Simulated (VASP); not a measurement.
# Ge in VASP: single point with PBE

Aim: the single point of Ge with PBE.

Program: VASP 6.6.1. These are calculated values, not measurements. Logs are shortened: lines on timing, memory, paths and dates and some standing lists are left out, and cuts for length are marked.

**1. The cell of the first run**

The cell holds an amorphous packing of atoms, 9 atoms: a = 5.685 Å, b = 6.108 Å, c = 5.629 Å, α = 86.60°, β = 99.15°, γ = 66.29°.

**2. Single point, PBE**

The input, INCAR:

```
PREC = Accurate ; ENCUT = 520
EDIFF = 1E-7 ; ISMEAR = 0
SIGMA = 0.1 ; LREAL = False
LASPH = True ; NELM = 60
ALGO = Normal ; ISIF = 2
LWAVE = False ; LCHARG = False
GGA = PE ; NBANDS = 73
ISYM = 0
```

The input, KPOINTS:

```
Automatic mesh
0
Gamma
  4 4 4
```

The input, POSCAR:

```
Ge
1.0
    5.5285293513      1.2420616968     -0.4583432680
    1.1969312146      5.9857939312      0.1997342889
   -0.5134330198      0.2569102558      5.5997881946
Ge
9
Direct
    0.2257996112      0.2530372809      0.4526318017
    0.5591426060      0.2530328504      0.1192954112
    0.1147624520      0.9196810683      0.2303840478
    0.7814104985     -0.0802983971      0.5636905186
    0.6702232360      0.5863544069      0.3415519828
    0.3368905165      0.5863650492      0.6748745658
    0.4480583060      0.9197209296      0.8970265371
    0.8924766377      0.2530253374      0.7859767083
    1.0035381664      0.5863864005      1.0081856503
```

Potentials or basis: VASP PAW PBE potentials, release 64 (Ge_d).

Launch:

```
cat potpaw_PBE.64/Ge_d/POTCAR > POTCAR
mpirun -np 1 vasp_std > vasp.out
```

OUTCAR:

```text
PREC = Accurate
   ENCUT = 520
   EDIFF = 1E-7
   ISMEAR = 0
   LREAL = False
   LASPH = True
   NELM = 60
   ISIF = 2
   GGA = PE
   ISYM = 0

 ion  position               nearest neighbor table
   1  0.226  0.253  0.453-   6 2.68   3 2.68   8 2.87   2 2.87   7 2.88   9 2.88
   2  0.559  0.253  0.119-   7 2.68   5 2.68   8 2.87   1 2.87   4 2.88   6 2.88
   3  0.115  0.920  0.230-   1 2.68   9 2.68   4 2.87   7 2.87   8 2.88   6 2.88
   4  0.781  0.920  0.564-   8 2.68   5 2.68   3 2.87   7 2.87   2 2.88   9 2.88
   5  0.670  0.586  0.342-   2 2.68   4 2.68   6 2.87   9 2.87   8 2.88   7 2.89
   6  0.337  0.586  0.675-   1 2.68   7 2.68   5 2.87   9 2.87   2 2.88   3 2.88
   7  0.448  0.920  0.897-   2 2.68   6 2.68   3 2.87   4 2.87   1 2.88   5 2.89
   8  0.892  0.253  0.786-   9 2.68   4 2.68   2 2.87   1 2.87   3 2.88   5 2.88
   9  0.004  0.586  0.008-   8 2.68   3 2.68   6 2.87   5 2.87   1 2.88   4 2.88

IMPORTANT INFORMATION: All symmetrisations will be switched off!
NOSYMM: (Re-)initialisation of all symmetry stuff for point group C_1.

----------------------------------------------------------------------------------------

                                     Primitive cell

  volume of cell :     175.0261

  direct lattice vectors                    reciprocal lattice vectors
     5.528529351  1.242061697 -0.458343268     0.191216386 -0.038880545  0.019316019
     1.196931215  5.985793931  0.199734289    -0.040411311  0.175535302 -0.011758538
    -0.513433020  0.256910256  5.599788195     0.017092480 -0.009443403  0.180578607

  length of vectors
     5.684842355  6.107558195  5.629142401     0.196082921  0.180510331  0.181631396

  position of ions in fractional coordinates (direct lattice)
     0.225799611  0.253037281  0.452631802
     0.559142606  0.253032850  0.119295411
     0.114762452  0.919681068  0.230384048
     0.781410499  0.919701603  0.563690519
     0.670223236  0.586354407  0.341551983
     0.336890516  0.586365049  0.674874566
     0.448058306  0.919720930  0.897026537
     0.892476638  0.253025337  0.785976708
     0.003538166  0.586386400  0.008185650

  ion indices of the primitive-cell ions
   primitive index   ion index
                 1           1
                 2           2
                 3           3
                 4           4
                 5           5
                 6           6
                 7           7
                 8           8
                 9           9

[... 72 lines left out ...]
   LREAL  =      F    real-space projection
   EDIFFG = 0.1E-05   stopping-criterion for IOM
   NSW    =      0    number of steps for IOM
   IBRION =     -1    ionic relax: 0-MD 1-quasi-New 2-CG
   NFREE  =      0    steps in history (QN), initial steepest desc. (CG)
   ISIF   =      2    stress and relaxation
   ISYM   =      0    0-nonsym 1-usesym 2-fastsym
   POTIM  = 0.5000    time-step for ionic-motion
   TEBEG  =    0.0;   TEEND  =   0.0 temperature during run
   PSTRESS=    0.0 pullay stress
   NELECT =     126.0000    total number of electrons
   NUPDOWN=      -1.0000    fix difference up-down
   EMIN   =  10.00;   EMAX   =-10.00  energy-range for DOS
   EFERMI =   0.00;   METHOD = LEGACY
   ISMEAR =     0;   SIGMA  =   0.10  broadening in eV -4-tet -1-fermi 0-gaus
   EFERMI_NEDOS =   21; number of points for ismear=-14 and -15
   IALGO  =     38    algorithm
   IMIX   =      4    mixing-type and parameters
     AMIX     =   0.40;   BMIX     =  1.00
     AMIX_MAG =   1.60;   BMIX_MAG =  1.00
  volume/ion in A,a.u.               =      19.45       131.24
  Fermi-wavevector in a.u.,A,eV,Ry     =   1.467227  2.772657 29.290020  2.152756
  Thomas-Fermi vector in A             =   2.582870
   LORBIT       =      0    0 simple, 1 ext, 2 COOP (PROOUT), +10 PAW based schemes
   GGA     = PE    functional components
   LHFCALC =     F    Hartree Fock is set to
   AEXX    =    0.0000 exact exchange contribution
   IVDW    =     0    specifies the selected vdW correction
   LEPSILON=     F    determine dielectric tensor
   LRPA    =     F    only Hartree local field effects (RPA)
 non-spin polarized calculation
 Gauss-broadening in eV      SIGMA  =   0.10
  energy-cutoff  :      520.00
  volume of cell :      175.03
 maximum number of plane-waves:      4732
   NGX = 21   NGY = 23   NGZ = 21

 number of electron     126.0000000 magnetization

 Free energy of the ion-electron system (eV)
  ---------------------------------------------------
  ext. energy  EPLUGINS =         0.00000000
  ---------------------------------------------------
  free energy    TOTEN  =       -38.58932116 eV

  energy without entropy =      -38.57626445  energy(sigma->0) =      -38.58279280

 E-fermi :   6.4711     XC(G=0): -11.0805

 val. band max:        6.4613590312   @ k =   0.2500   0.2500   0.2500
 cond. band min:       6.4736077018   @ k =   0.2500   0.0000   0.5000
 fundamental gap:      0.0122486706
 Fermi energy:         6.4710698102

 k-point     1 :       0.0000    0.0000    0.0000
  band No.  band energies     occupation
      1     -18.4368      2.00000
      2     -18.3755      2.00000
      3     -18.3754      2.00000
      4     -18.3716      2.00000
      5     -18.3716      2.00000
      6     -18.3618      2.00000
[... 1813 lines left out ...]
     72      11.2234      0.00000
     73      11.5317      0.00000

 [... further k-points ...]
[... 5 lines left out ...]
  --------------------------------------------------------------------------------------
  -------------------------------------------------------------------------------------
  Total       -0.0559795      0.0422834      0.0955462      0.0905141      0.1117066     -0.2112083
  in kB       -0.5124327      0.3870590      0.8746230      0.8285596      1.0225545     -1.9333863
  external PRESSURE =       0.2497498 kB  Pullay stress =       0.0000000 kB

 VOLUME and BASIS-vectors are now :
 -----------------------------------------------------------------------------
  energy-cutoff  :      520.00
  volume of cell :      175.03
      direct lattice vectors                 reciprocal lattice vectors
     5.528529351  1.242061697 -0.458343268     0.191216386 -0.038880545  0.019316019
     1.196931215  5.985793931  0.199734289    -0.040411311  0.175535302 -0.011758538
    -0.513433020  0.256910256  5.599788195     0.017092480 -0.009443403  0.180578607

 POSITION                                       TOTAL-FORCE (eV/Angst)
 -----------------------------------------------------------------------------------
      1.31881      1.91137      2.48169         0.000235     -0.000474     -0.000367
      3.33285      2.23974      0.46229         0.000068     -0.000443     -0.000120
      1.61698      5.70675      1.42119         0.000409      0.000234     -0.000325
      5.13145      6.62052      2.98209         0.000418      0.000130     -0.000177
      4.23181      4.43000      1.72254        -0.000504      0.000514      0.000300
      2.21784      4.10168      3.74186        -0.000678      0.000417      0.000562
      3.11738      6.29223      5.00149         0.000599     -0.000187     -0.000216
      4.83339      2.82499      4.04278         0.000116     -0.000438     -0.000270
      0.71722      3.51649      0.16134        -0.000663      0.000248      0.000613
 -----------------------------------------------------------------------------------
    total drift:                                0.000679     -0.004941     -0.000781

  FREE ENERGIE OF THE ION-ELECTRON SYSTEM (eV)
  ---------------------------------------------------
  free  energy   TOTEN  =       -38.5893211574 eV

  energy  without entropy=      -38.5762644481  energy(sigma->0) =      -38.58279280
```

OSZICAR:

```text
N       E                     dE             d eps       ncg     rms          rms(c)
DAV:   1     0.162065611813E+04    0.16207E+04   -0.55590E+04  6121   0.500E+03
DAV:   2     0.294426956503E+03   -0.13262E+04   -0.12938E+04  5256   0.119E+03
DAV:   3    -0.345551534801E+01   -0.29788E+03   -0.28838E+03  5353   0.286E+02
DAV:   4    -0.371308077389E+02   -0.33675E+02   -0.31875E+02  6051   0.945E+01
DAV:   5    -0.386250689647E+02   -0.14943E+01   -0.14693E+01  5896   0.218E+01    0.414E+00
DAV:   6    -0.386064793660E+02    0.18590E-01   -0.50714E-01  6120   0.391E+00    0.220E+00
DAV:   7    -0.385882500962E+02    0.18229E-01   -0.76757E-02  6133   0.222E+00    0.319E-01
DAV:   8    -0.385890928391E+02   -0.84274E-03   -0.15599E-02  6246   0.238E+00    0.136E-01
DAV:   9    -0.385892128334E+02   -0.11999E-03   -0.29025E-03  6502   0.129E+00    0.681E-02
DAV:  10    -0.385893484859E+02   -0.13565E-03   -0.12577E-03  5830   0.495E-01    0.265E-02
DAV:  11    -0.385893144507E+02    0.34035E-04   -0.24474E-04  6446   0.520E-01    0.947E-03
DAV:  12    -0.385893198962E+02   -0.54455E-05   -0.73796E-05  6590   0.105E-01    0.557E-03
DAV:  13    -0.385893211048E+02   -0.12086E-05   -0.15741E-05  6317   0.568E-02    0.330E-03
DAV:  14    -0.385893216065E+02   -0.50162E-06   -0.26825E-06  6324   0.541E-02    0.108E-03
DAV:  15    -0.385893212726E+02    0.33383E-06   -0.10386E-06  6377   0.971E-03    0.392E-04
DAV:  16    -0.385893211507E+02    0.12193E-06   -0.11876E-07  3343   0.583E-03    0.254E-04
DAV:  17    -0.385893211574E+02   -0.66975E-08   -0.36397E-08  3292   0.393E-03
   1 F= -.38589321E+02 E0= -.38582793E+02  d E =-.130567E-01
```

stdout:

```text
POSCAR found type information on POSCAR Ge
 POSCAR found :  1 types and       9 ions
 scaLAPACK will be used
 LDA part: xc-table for (Slater+PW92), standard interpolation
 POSCAR, INCAR and KPOINTS ok, starting setup
 FFT: planning ... GRIDC
 FFT: planning ... GRID_SOFT
 FFT: planning ... GRID
 WAVECAR not read
 entering main loop
```

Run time: 11 min. Hardware: 1 thread of Oxide Virtual Turin-like, shared host; peak memory 0.43 GiB.

What came out:

```yaml
Free_energy: -38.5893 eV
Pressure: 0.0 GPa
Band_gap_on_the_k_mesh: zero (band 63 reaches 7.52 eV, above the bottom of band 64 at 4.93 eV)
```

Levels at points of the mesh, in eV from the Fermi level:
| k point | band 61 | band 62 | band 63 | band 64 | band 65 | band 66 |
| --- | --- | --- | --- | --- | --- | --- |
| (0.00, 0.00, 0.00) | -0.99 | -0.99 | -0.98 | -0.98 | 0.33 | 0.33 |
| (0.50, 0.00, 0.00) | -2.45 | -2.06 | 0.67 | 0.67 | 1.44 | 1.44 |
| (0.00, 0.50, 0.00) | -2.31 | -2.11 | -1.54 | -1.54 | 1.41 | 1.41 |
| (0.50, 0.50, 0.00) | -2.05 | 0.65 | 0.65 | 0.97 | 0.97 | 0.99 |
| (0.00, 0.00, 0.50) | -1.90 | 1.05 | 1.05 | 1.20 | 1.20 | 2.15 |
| (0.50, 0.00, 0.50) | -1.53 | -0.37 | -0.37 | 0.08 | 0.08 | 1.47 |
| (0.00, 0.50, 0.50) | -1.21 | -1.21 | -1.00 | -1.00 | 0.30 | 0.30 |
| (0.50, 0.50, 0.50) | -1.09 | -0.82 | -0.82 | -0.61 | -0.61 | 0.43 |
